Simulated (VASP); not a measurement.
# MgS in VASP: further runs, part 2 of 2

VASP 6.6.1.

## 3. Single point, PBE (strain -0.050 along x and y, -0.050 along z)

The input, INCAR:

```
SYSTEM = MgS
ALGO = Normal
EDIFF = 1E-6
ENCUT = 520
GGA = PE
ISIF = 2
ISMEAR = 0
LASPH = .TRUE.
LCHARG = .TRUE.
LELF = .TRUE.
LREAL = .FALSE.
LVHAR = .TRUE.
LWAVE = .FALSE.
NBANDS = 11
NELM = 80
PREC = Accurate
SIGMA = 0.05
```

The input, KPOINTS:

```
k-points
0
G
  8 8 8
  0 0 0
```

The input, POSCAR:

```
MgS
1.0
    0.0000000000      2.4715675000      2.4715675000
    2.4715675000      0.0000000000      2.4715675000
    2.4715675000      2.4715675000      0.0000000000
Mg S
1 1
Direct
    0.0000000000      0.0000000000      0.0000000000
    0.5000000000      0.5000000000      0.5000000000
```

Potentials or basis: VASP PAW PBE potentials, release 64 (Mg, S).

On the command line:

```sh
cat potpaw_PBE.64/Mg/POTCAR potpaw_PBE.64/S/POTCAR > POTCAR
mpirun -np 1 vasp_std > vasp.out
```

It took 14 s on 1 thread of Intel Xeon 6975P-C, shared host; peak memory 0.16 GiB.

The run converged. Its results:

- Free energy: -8.2471 eV
- Pressure: 17.3 GPa
- Band gap on the k mesh: 3.09 eV, indirect (least direct gap 5.05 eV)

Levels at points of the mesh, in eV from the valence-band top:
```tsv
k point	band 2	band 3	band 4	band 5	band 6	band 7
(0.00, 0.00, 0.00)	0.00	0.00	0.00	5.05	7.80	7.80
(0.50, 0.00, 0.00)	-5.72	-0.79	-0.79	4.75	7.06	7.06
(0.50, 0.50, 0.00)	-5.07	-2.06	-2.06	3.09	3.85	13.24
```

Caveat: the cell differs from its parent crystal (strain -0.050 along x and y, -0.050 along z). A k mesh can miss the band edges.

## 4. Single point, PBE (strain -0.025 along x and y, -0.025 along z)

The input, INCAR:

```
SYSTEM = MgS
PREC = Accurate
ENCUT = 520
EDIFF = 1E-6
ISMEAR = 0
SIGMA = 0.05
LREAL = .False.
LASPH = .True.
NELM = 60
ALGO = Normal
ISIF = 2
LWAVE = .False.
LCHARG = .True.
GGA = PE
LELF = .True.
LVHAR = .True.
NBANDS = 11
```

The input, KPOINTS:

```
regular mesh
0
Gamma
  8 8 8
  0 0 0
```

The input, POSCAR:

```
MgS
1.0
    0.0000000000      2.5366087500      2.5366087500
    2.5366087500      0.0000000000      2.5366087500
    2.5366087500      2.5366087500      0.0000000000
Mg S
1 1
Direct
    0.0000000000      0.0000000000      0.0000000000
    0.5000000000      0.5000000000      0.5000000000
```

Potentials or basis: VASP PAW PBE potentials, release 64 (Mg, S).

On the command line:

```sh
cat potpaw_PBE.64/Mg/POTCAR potpaw_PBE.64/S/POTCAR > POTCAR
mpirun -np 1 vasp_std > vasp.out
```

OUTCAR:

```text
SYSTEM = MgS
   PREC = Accurate
   ENCUT = 520
   EDIFF = 1E-6
   ISMEAR = 0
   LREAL = .False.
   LASPH = .True.
   NELM = 60
   ISIF = 2
   GGA = PE

 ion  position               nearest neighbor table
   1  0.000  0.000  0.000-   2 2.54   2 2.54   2 2.54   2 2.54   2 2.54   2 2.54
   2  0.500  0.500  0.500-   1 2.54   1 2.54   1 2.54   1 2.54   1 2.54   1 2.54

  LATTYP: Found a face centered cubic cell.
 ALAT       =     5.0732175000

  Lattice vectors:

 A1 = (   0.0000000000,   2.5366087500,   2.5366087500)
 A2 = (   2.5366087500,   0.0000000000,   2.5366087500)
[... 522 lines left out ...]

  FORCE on cell =-STRESS in cart. coord.  units (eV):
  Direction    XX          YY          ZZ          XY          YZ          ZX
  --------------------------------------------------------------------------------------
  -------------------------------------------------------------------------------------
  Total        1.5887804      1.5887804      1.5887804      0.0000000      0.0000000     -0.0000000
  in kB       77.9801402     77.9801402     77.9801402      0.0000000      0.0000000     -0.0000000
  external PRESSURE =      77.9801402 kB  Pullay stress =       0.0000000 kB

 VOLUME and BASIS-vectors are now :
 -----------------------------------------------------------------------------
  energy-cutoff  :      520.00
  volume of cell :       32.64
      direct lattice vectors                 reciprocal lattice vectors
     0.000000000  2.536608750  2.536608750    -0.197113567  0.197113567  0.197113567
     2.536608750  0.000000000  2.536608750     0.197113567 -0.197113567  0.197113567
     2.536608750  2.536608750  0.000000000     0.197113567  0.197113567 -0.197113567

 POSITION                                       TOTAL-FORCE (eV/Angst)
 -----------------------------------------------------------------------------------
      0.00000      0.00000      0.00000         0.000000     -0.000000     -0.000000
      2.53661      2.53661      2.53661        -0.000000      0.000000      0.000000
 -----------------------------------------------------------------------------------
    total drift:                                0.000000      0.000000      0.000000

  FREE ENERGIE OF THE ION-ELECTRON SYSTEM (eV)
  ---------------------------------------------------
  free  energy   TOTEN  =        -8.4351287408 eV

  energy  without entropy=       -8.4351287408  energy(sigma->0) =       -8.43512874
```

OSZICAR:

```text
N       E                     dE             d eps       ncg     rms          rms(c)
DAV:   1     0.218070692049E+02    0.21807E+02   -0.37421E+03   686   0.601E+02
DAV:   2    -0.752477964841E+01   -0.29332E+02   -0.27007E+02   816   0.994E+01
DAV:   3    -0.880674577728E+01   -0.12820E+01   -0.12790E+01   786   0.217E+01
DAV:   4    -0.881458047749E+01   -0.78347E-02   -0.78340E-02   781   0.200E+00
DAV:   5    -0.881463481559E+01   -0.54338E-04   -0.54337E-04   799   0.165E-01    0.478E+00
DAV:   6    -0.847457590243E+01    0.34006E+00   -0.69281E-01   710   0.339E+00    0.377E+00
DAV:   7    -0.843486718214E+01    0.39709E-01   -0.21726E-01   758   0.207E+00    0.241E+00
DAV:   8    -0.843532397296E+01   -0.45679E-03   -0.12802E-02   710   0.690E-01    0.102E+00
DAV:   9    -0.843511593800E+01    0.20803E-03   -0.62712E-04   737   0.151E-01    0.334E-01
DAV:  10    -0.843513148214E+01   -0.15544E-04   -0.16599E-04   772   0.606E-02    0.350E-02
DAV:  11    -0.843512883364E+01    0.26485E-05   -0.18197E-05   743   0.193E-02    0.175E-02
DAV:  12    -0.843512874084E+01    0.92808E-07   -0.56354E-07   430   0.475E-03
   1 F= -.84351287E+01 E0= -.84351287E+01  d E =-.136728E-14
```

stdout:

```text
POSCAR found type information on POSCAR MgS
 POSCAR found :  2 types and       2 ions
 scaLAPACK will be used
 LDA part: xc-table for (Slater+PW92), standard interpolation
 POSCAR, INCAR and KPOINTS ok, starting setup
 FFT: planning ... GRIDC
 FFT: planning ... GRID_SOFT
 FFT: planning ... GRID
 WAVECAR not read
 entering main loop
```

Wall time 13 s (1 thread of Intel Xeon 6975P-C, shared host); peak memory 0.16 GiB.

Results:

```
Free energy            : -8.4351 eV
Pressure               : 7.8 GPa
Band gap on the k mesh : 2.94 eV, indirect (least direct gap 4.34 eV)
```

Levels at points of the mesh, in eV from the valence-band top:
| k point | band 1 | band 2 | band 3 | band 4 | band 5 | band 6 | band 7 | band 8 | band 9 |
| --- | --- | --- | --- | --- | --- | --- | --- | --- | --- |
| (0.00, 0.00, 0.00) | -13.12 | 0.00 | 0.00 | 0.00 | 4.34 | 7.89 | 7.89 | 7.89 | 10.43 |
| (0.50, 0.00, 0.00) | -11.61 | -5.25 | -0.68 | -0.68 | 4.65 | 6.99 | 6.99 | 10.95 | 12.61 |
| (0.50, 0.50, 0.00) | -11.18 | -4.61 | -1.86 | -1.86 | 2.94 | 4.15 | 12.77 | 13.03 | 14.18 |

Caveat: the cell differs from its parent crystal (strain -0.025 along x and y, -0.025 along z).

## 5. Single point, PBE (strain +0.025 along x and y, +0.025 along z)

The input, INCAR:

```
PREC     = Accurate       # precision mode
ENCUT    = 520            # plane-wave cutoff, eV
EDIFF    = 1E-6           # SCF threshold, eV
ISMEAR   = 0              # smearing method
SIGMA    = 0.05           # smearing width, eV
LREAL    = False          # projectors in reciprocal space
LASPH    = True           # aspherical terms in the spheres
NELM     = 100            # most SCF steps
ALGO     = Normal         # electronic algorithm
ISIF     = 2              # what is computed and relaxed
LWAVE    = False          # write WAVECAR
LCHARG   = False          # write CHGCAR
GGA      = PE             # functional
NBANDS   = 11             # bands
```

The input, KPOINTS:

```
regular mesh
0
Gamma
  8 8 8
```

The input, POSCAR:

```
MgS
1.0
    0.0000000000      2.6666912500      2.6666912500
    2.6666912500      0.0000000000      2.6666912500
    2.6666912500      2.6666912500      0.0000000000
Mg S
1 1
Direct
    0.0000000000      0.0000000000      0.0000000000
    0.5000000000      0.5000000000      0.5000000000
```

On the command line:

```sh
cat potpaw_PBE.64/Mg/POTCAR potpaw_PBE.64/S/POTCAR > POTCAR
mpirun -np 1 vasp_std > vasp.out
```

Wall time 13 s (1 thread of Intel Xeon 6975P-C, shared host); peak memory 0.16 GiB.

It converged, with:

* Free energy: -8.4721 eV
* Pressure: -4.1 GPa
* Band gap on the k mesh: 2.61 eV, indirect (least direct gap 3.15 eV)

Levels at points of the mesh, in eV from the valence-band top:
| k point | band 1 | band 2 | band 3 | band 4 | band 5 | band 6 | band 7 | band 8 |
| --- | --- | --- | --- | --- | --- | --- | --- | --- |
| (0.00, 0.00, 0.00) | -12.27 | 0.00 | 0.00 | 0.00 | 3.15 | 7.99 | 7.99 | 7.99 |
| (0.50, 0.00, 0.00) | -11.14 | -4.45 | -0.51 | -0.51 | 4.44 | 6.81 | 6.81 | 9.31 |
| (0.50, 0.50, 0.00) | -10.83 | -3.82 | -1.52 | -1.52 | 2.61 | 4.60 | 11.29 | 12.60 |

Caveat: the cell differs from its parent crystal (strain +0.025 along x and y, +0.025 along z).

## 6. Summary

| cell | gap on the mesh (eV) | pressure (GPa) |
| --- | --- | --- |
| a = 3.818, b = 3.818, c = 3.863 Å, angles 59.6, 59.6, 60.8°, 2 atoms | 2.41 | -6.5 |
| a = 3.495 Å, angles 60.0°, 2 atoms | 3.09 | 17.3 |
| a = 3.587 Å, angles 60.0°, 2 atoms | 2.94 | 7.8 |
| a = 3.771 Å, angles 60.0°, 2 atoms | 2.61 | -4.1 |

Alike in all rows: task single point; level PBE; potentials or basis VASP PAW PBE potentials, release 64 (Mg, S); no spin polarisation; k mesh 8 × 8 × 8; cutoff (eV) 520; smearing gaussian 0.05 eV.

Absolute energies hang on the potentials; compare differences alone.
